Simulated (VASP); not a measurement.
# Cu (Fm-3m) in VASP: notebook

The runs below take Cu through single point, with PBEsol.

Everything below comes from runs of VASP 6.6.1. Logs are shortened: lines on timing, memory, paths and dates and some standing lists are left out, and cuts for length are marked.

## 1. The cell of the first run

The structure is cubic, space group Fm-3m (No. 225). Conventional cell: a = 3.564 Å, b = 3.564 Å, c = 3.564 Å, α = 90.00°, β = 90.00°, γ = 90.00°. Cu (site symmetry m-3m) has 12 Cu at 2.52 Å within 3.3 Å.

## 2. Single point, PBEsol

Input file INCAR:

```
SYSTEM = Cu
ALGO = Fast
EDIFF = 1E-6
ENCUT = 520
GGA = PS
ISIF = 2
ISMEAR = -1
LASPH = .True.
LCHARG = .True.
LELF = .True.
LREAL = .False.
LVHAR = .True.
LWAVE = .False.
NBANDS = 12
NELM = 100
PREC = Accurate
SIGMA = 0.15
```

Input file KPOINTS:

```
k-points
0
Gamma
  20 20 20
  0 0 0
```

Input file POSCAR:

```
Cu
1.0
    0.0000000000      1.7820969953      1.7820969953
    1.7820969953      0.0000000000      1.7820969953
    1.7820969953      1.7820969953      0.0000000000
Cu
1
Direct
    0.0000000000      0.0000000000      0.0000000000
```

Potentials or basis: VASP PAW PBE potentials, release 64 (Cu).

The run is started by

```sh
> cat potpaw_PBE.64/Cu/POTCAR > POTCAR
> mpirun -np 1 vasp_std > vasp.out
```

OUTCAR:

```text
SYSTEM = Cu
   EDIFF = 1E-6
   ENCUT = 520
   GGA = PS
   ISIF = 2
   ISMEAR = -1
   LASPH = .True.
   LREAL = .False.
   NELM = 100
   PREC = Accurate

 ion  position               nearest neighbor table
   1  0.000  0.000  0.000-

  LATTYP: Found a face centered cubic cell.
 ALAT       =     3.5641939906

  Lattice vectors:

 A1 = (   0.0000000000,   1.7820969953,   1.7820969953)
 A2 = (   1.7820969953,   0.0000000000,   1.7820969953)
 A3 = (   1.7820969953,   1.7820969953,   0.0000000000)

Analysis of symmetry for initial positions (statically):
=====================================================================
 Subroutine PRICEL returns:
 Original cell was already a primitive cell.

 Routine SETGRP: Setting up the symmetry group for a
 face centered cubic supercell.

 Subroutine GETGRP returns: Found 48 space group operations
[... 9 lines left out ...]

 Routine SETGRP: Setting up the symmetry group for a
 face centered cubic supercell.

 Subroutine GETGRP returns: Found 48 space group operations
[... 11 lines left out ...]
                                     Primitive cell

  volume of cell :      11.3194

  direct lattice vectors                    reciprocal lattice vectors
     0.000000000  1.782096995  1.782096995    -0.280568342  0.280568342  0.280568342
     1.782096995  0.000000000  1.782096995     0.280568342 -0.280568342  0.280568342
     1.782096995  1.782096995  0.000000000     0.280568342  0.280568342 -0.280568342

  length of vectors
     2.520265740  2.520265740  2.520265740     0.485958624  0.485958624  0.485958624

  position of ions in fractional coordinates (direct lattice)
     0.000000000  0.000000000  0.000000000

  ion indices of the primitive-cell ions
   primitive index   ion index
                 1           1

----------------------------------------------------------------------------------------

 KPOINTS: k-points

Automatic generation of k-mesh.
 Grid dimensions read from file:
 generate k-points for:   20   20   20

 Generating k-lattice:

  Cartesian coordinates                     Fractional coordinates (reciprocal lattice)
    -0.014028417  0.014028417  0.014028417     0.050000000  0.000000000  0.000000000
     0.014028417 -0.014028417  0.014028417     0.000000000  0.050000000  0.000000000
     0.014028417  0.014028417 -0.014028417     0.000000000  0.000000000  0.050000000

  Length of vectors
     0.024297931  0.024297931  0.024297931

  Shift w.r.t. Gamma in fractional coordinates (k-lattice)
     0.000000000  0.000000000  0.000000000

 Subroutine IBZKPT returns following result:
 ===========================================

 Found    256 irreducible k-points:

 Following reciprocal coordinates:
            Coordinates               Weight
  0.000000  0.000000  0.000000      1.000000
  0.050000  0.000000  0.000000      8.000000
  0.100000  0.000000  0.000000      8.000000
  0.150000  0.000000  0.000000      8.000000
  0.200000  0.000000  0.000000      8.000000
  0.250000  0.000000  0.000000      8.000000
[... 16 lines left out ...]
 -0.400000  0.050000  0.000000     24.000000
 -0.350000  0.050000  0.000000     24.000000
 [... further k-points ...]
   k-points           NKPTS =    256   k-points in BZ     NKDIM =    256   number of bands    NBANDS=     12
   number of dos      NEDOS =    301   number of ions     NIONS =      1
   total plane-waves  NPLWV =   8000
   dimension x,y,z NGX =    20 NGY =   20 NGZ =   20
   dimension x,y,z NGXF=    40 NGYF=   40 NGZF=   40
   ions per type =               1
   NGX,Y,Z   is equivalent  to a cutoff of  13.19, 13.19, 13.19 a.u.
   NGXF,Y,Z  is equivalent  to a cutoff of  26.39, 26.39, 26.39 a.u.
 SYSTEM =  Cu
   PREC   = accura    normal or accurate (medium, high low for compatibility)
   ISTART =      0    job   : 0-new  1-cont  2-samecut
   ICHARG =      2    charge: 1-file 2-atom 10-const
   ISPIN  =      1    spin polarized calculation?
   LNONCOLLINEAR =      F non collinear calculations
   LSORBIT =      F    spin-orbit coupling
   LASPH  =      T    aspherical Exc in radial PAW
   ENCUT  =  520.0 eV  38.22 Ry    6.18 a.u.   4.69  4.69  4.69*2*pi/ulx,y,z
   NELM   =    100;   NELMIN=  2; NELMDL= -5     # of ELM steps
   EDIFF  = 0.1E-05   stopping-criterion for ELM
   LREAL  =      F    real-space projection
   EDIFFG = 0.1E-04   stopping-criterion for IOM
   NSW    =      0    number of steps for IOM
   IBRION =     -1    ionic relax: 0-MD 1-quasi-New 2-CG
   NFREE  =      0    steps in history (QN), initial steepest desc. (CG)
   ISIF   =      2    stress and relaxation
   ISYM   =      2    0-nonsym 1-usesym 2-fastsym
   POTIM  = 0.5000    time-step for ionic-motion
   TEBEG  =    0.0;   TEEND  =   0.0 temperature during run
   PSTRESS=    0.0 pullay stress
   NELECT =      11.0000    total number of electrons
   NUPDOWN=      -1.0000    fix difference up-down
   EMIN   =  10.00;   EMAX   =-10.00  energy-range for DOS
   EFERMI =   0.00;   METHOD = LEGACY
   ISMEAR =    -1;   SIGMA  =   0.15  broadening in eV -4-tet -1-fermi 0-gaus
   EFERMI_NEDOS =   21; number of points for ismear=-14 and -15
   IALGO  =     68    algorithm
   IMIX   =      4    mixing-type and parameters
     AMIX     =   0.40;   BMIX     =  1.00
     AMIX_MAG =   1.60;   BMIX_MAG =  1.00
  volume/ion in A,a.u.               =      11.32        76.39
  Fermi-wavevector in a.u.,A,eV,Ry     =   1.621553  3.064290 35.775608  2.629433
  Thomas-Fermi vector in A             =   2.715310
   LORBIT       =      0    0 simple, 1 ext, 2 COOP (PROOUT), +10 PAW based schemes
   GGA     = PS    functional components
   LHFCALC =     F    Hartree Fock is set to
   AEXX    =    0.0000 exact exchange contribution
   IVDW    =     0    specifies the selected vdW correction
   LEPSILON=     F    determine dielectric tensor
   LRPA    =     F    only Hartree local field effects (RPA)
 non-spin polarized calculation
 RMM-DIIS sequential band-by-band and
  energy-cutoff  :      520.00
  volume of cell :       11.32
 maximum number of plane-waves:       322
   NGX =  9   NGY =  9   NGZ =  9

 number of electron      11.0000013 magnetization

 Free energy of the ion-electron system (eV)
  ---------------------------------------------------
  ext. energy  EPLUGINS =         0.00000000
  ---------------------------------------------------
  free energy    TOTEN  =        -4.31974759 eV

  energy without entropy =       -4.29836874  energy(sigma->0) =       -4.30905816

 E-fermi :   7.9425     XC(G=0): -13.1581

 val. band max:        7.9334808468   @ k =  -0.4500   0.1000   0.0000
 cond. band min:       7.9540682200   @ k =   0.4500   0.3500   0.0000
 fundamental gap:      0.0205873732
 Fermi energy:         7.9424784606

 k-point     1 :       0.0000    0.0000    0.0000
  band No.  band energies     occupation
      1      -1.7817      2.00000
      2       4.7723      2.00000
      3       4.7723      2.00000
      4       4.7723      2.00000
      5       5.6606      2.00000
      6       5.6606      2.00000
      7      30.8589      0.00000
      8      33.8048      0.00000
      9      33.8048      0.00000
     10      33.8048      0.00000
     11      36.3218      0.00000
     12      36.3218      0.00000

 k-point     2 :       0.0500    0.0000    0.0000
  band No.  band energies     occupation
      1      -1.6876      2.00000
      2       4.7512      2.00000
      3       4.7909      2.00000
      4       4.7909      2.00000
      5       5.6530      2.00000
      6       5.6530      2.00000
      7      30.4022      0.00000
      8      32.5060      0.00000
      9      33.4944      0.00000
     10      33.4944      0.00000
     11      36.7613      0.00000
     12      36.7613      0.00000

 k-point     3 :       0.1000    0.0000    0.0000
  band No.  band energies     occupation
      1      -1.4081      2.00000
      2       4.6926      2.00000
      3       4.8409      2.00000
      4       4.8409      2.00000
      5       5.6358      2.00000
      6       5.6358      2.00000
      7      28.4531      0.00000
      8      31.7267      0.00000
      9      32.8947      0.00000
     10      32.8947      0.00000
     11      37.7113      0.00000
     12      38.0133      0.00000

 k-point     4 :       0.1500    0.0000    0.0000
  band No.  band energies     occupation
      1      -0.9519      2.00000
      2       4.6109      2.00000
      3       4.9027      2.00000
      4       4.9027      2.00000
      5       5.6274      2.00000
      6       5.6274      2.00000
      7      25.8650      0.00000
      8      31.4571      0.00000
      9      32.2962      0.00000
     10      32.2963      0.00000
     11      38.1718      0.00000
     12      38.5989      0.00000

 k-point     5 :       0.2000    0.0000    0.0000
  band No.  band energies     occupation
      1      -0.3370      2.00000
      2       4.5313      2.00000
      3       4.9441      2.00000
      4       4.9441      2.00000
      5       5.6574      2.00000
      6       5.6574      2.00000
      7      23.2448      0.00000
      8      31.1658      0.00000
      9      31.7794      0.00000
     10      31.7794      0.00000
     11      38.1721      0.00000
     12      38.2537      0.00000
[... 228 lines left out ...]
      1       2.6429      2.00000
      2       4.7047      2.00000
      3       4.7715      2.00000
      4       5.8611      2.00000
      5       6.2679      1.99997
      6       7.1950      1.98639
      7      11.9915      0.00000
      8      28.6355      0.00000
      9      29.8248      0.00000
     10      30.0072      0.00000
     11      34.4743      0.00000
     12      34.6696      0.00000

 k-point    22 :      -0.4500    0.0500    0.0000
  band No.  band energies     occupation
      1       2.6257      2.00000
      2       4.7132      2.00000
      3       4.7721      2.00000
      4       5.8374      2.00000
      5       6.2283      1.99998
      6       7.0809      1.99361
      7      12.2249      0.00000
      8      28.3900      0.00000
      9      29.9696      0.00000
     10      30.3366      0.00000
     11      34.0863      0.00000
     12      34.9324      0.00000

 k-point    23 :      -0.4000    0.0500    0.0000
  band No.  band energies     occupation
      1       2.4827      2.00000
      2       4.7477      2.00000
      3       4.7978      2.00000
      4       5.4992      2.00000
      5       6.1327      1.99999
      6       6.5935      1.99975
      7      13.5664      0.00000
      8      28.2247      0.00000
      9      30.1751      0.00000
     10      31.0040      0.00000
     11      33.8993      0.00000
     12      35.3208      0.00000

 k-point    24 :      -0.3500    0.0500    0.0000
  band No.  band energies     occupation
      1       2.1269      2.00000
      2       4.8018      2.00000
      3       4.8450      2.00000
      4       4.9524      2.00000
      5       5.9943      2.00000
      6       6.2894      1.99997
      7      15.4440      0.00000
      8      28.1809      0.00000
      9      30.5651      0.00000
     10      31.7548      0.00000
     11      33.9732      0.00000
     12      35.7864      0.00000

 [... further k-points ...]
[... 5 lines left out ...]
  --------------------------------------------------------------------------------------
  -------------------------------------------------------------------------------------
  Total        0.0554434      0.0554434      0.0554434      0.0000000     -0.0000000      0.0000000
  in kB        7.8475954      7.8475954      7.8475954      0.0000000     -0.0000000      0.0000000
  external PRESSURE =       7.8475954 kB  Pullay stress =       0.0000000 kB

 VOLUME and BASIS-vectors are now :
 -----------------------------------------------------------------------------
  energy-cutoff  :      520.00
  volume of cell :       11.32
      direct lattice vectors                 reciprocal lattice vectors
     0.000000000  1.782096995  1.782096995    -0.280568342  0.280568342  0.280568342
     1.782096995  0.000000000  1.782096995     0.280568342 -0.280568342  0.280568342
     1.782096995  1.782096995  0.000000000     0.280568342  0.280568342 -0.280568342

 POSITION                                       TOTAL-FORCE (eV/Angst)
 -----------------------------------------------------------------------------------
      0.00000      0.00000      0.00000         0.000000      0.000000      0.000000
 -----------------------------------------------------------------------------------
    total drift:                                0.000000      0.000000      0.000000

  FREE ENERGIE OF THE ION-ELECTRON SYSTEM (eV)
  ---------------------------------------------------
  free  energy   TOTEN  =        -4.3197475886 eV

  energy  without entropy=       -4.2983687376  energy(sigma->0) =       -4.30905816
```

It took 15 s on 1 thread of Intel Xeon 6975P-C (Granite Rapids), shared host; peak memory 0.15 GiB.

What came out:

```
Free energy : -4.3197 eV
Pressure    : 0.8 GPa
```

Levels at points of the mesh, in eV from the Fermi level:
```csv
k point,band 4,band 5,band 6,band 7,band 8,band 9
"(0.00, 0.00, 0.00)",-3.17,-2.28,-2.28,22.92,25.86,25.86
"(0.50, 0.00, 0.00)",-1.68,-1.68,-1.17,3.95,21.39,22.68
"(0.50, 0.50, 0.00)",-1.53,-1.53,1.42,7.39,13.36,13.36
```

Caveat: the PAW data sets were made with another functional, which shifts forces and pressure a little.

## 3. Single point, PBEsol (volume scaled by 0.98)

Input file INCAR:

```
SYSTEM = Cu
ALGO = Fast
EDIFF = 1E-7
ENCUT = 520
GGA = PS
ISIF = 2
ISMEAR = -1
LASPH = .TRUE.
LCHARG = .FALSE.
LREAL = .FALSE.
LWAVE = .FALSE.
NBANDS = 12
NELM = 80
PREC = Accurate
SIGMA = 0.15
```

Input file KPOINTS:

```
k-points
0
G
  20 20 20
  0 0 0
```

Input file POSCAR:

```
Cu
1.0
    0.0000000000      1.7701362524      1.7701362524
    1.7701362524      0.0000000000      1.7701362524
    1.7701362524      1.7701362524      0.0000000000
Cu
1
Direct
    0.0000000000      0.0000000000      0.0000000000
```

Potentials or basis: VASP PAW PBE potentials, release 64 (Cu).

The run is started by

```sh
> cat potpaw_PBE.64/Cu/POTCAR > POTCAR
> mpirun -np 1 vasp_std > vasp.out
```

Wall time 17 s (1 thread of Intel Xeon 6975P-C (Granite Rapids), shared host); peak memory 0.15 GiB.

The run converged. Its results:

| Item | Value |
| --- | --- |
| Free energy | -4.3161 eV |
| Pressure | 4.2 GPa |

Levels at points of the mesh, in eV from the Fermi level:
```
           k point  band 2  band 3  band 4  band 5  band 6  band 7  band 8  band 9  band 10  band 11
(0.00, 0.00, 0.00)   -3.24   -3.24   -3.24   -2.32   -2.32   23.07   26.18   26.18    26.18    28.72
(0.50, 0.00, 0.00)   -3.28   -3.28   -1.70   -1.70   -1.24    4.05   21.54   22.99    22.99    25.94
(0.50, 0.50, 0.00)   -4.78   -1.72   -1.54   -1.54    1.40    7.53   13.51   13.51    18.20    21.29
```

Caveat: the PAW data sets were made with another functional, which shifts forces and pressure a little.
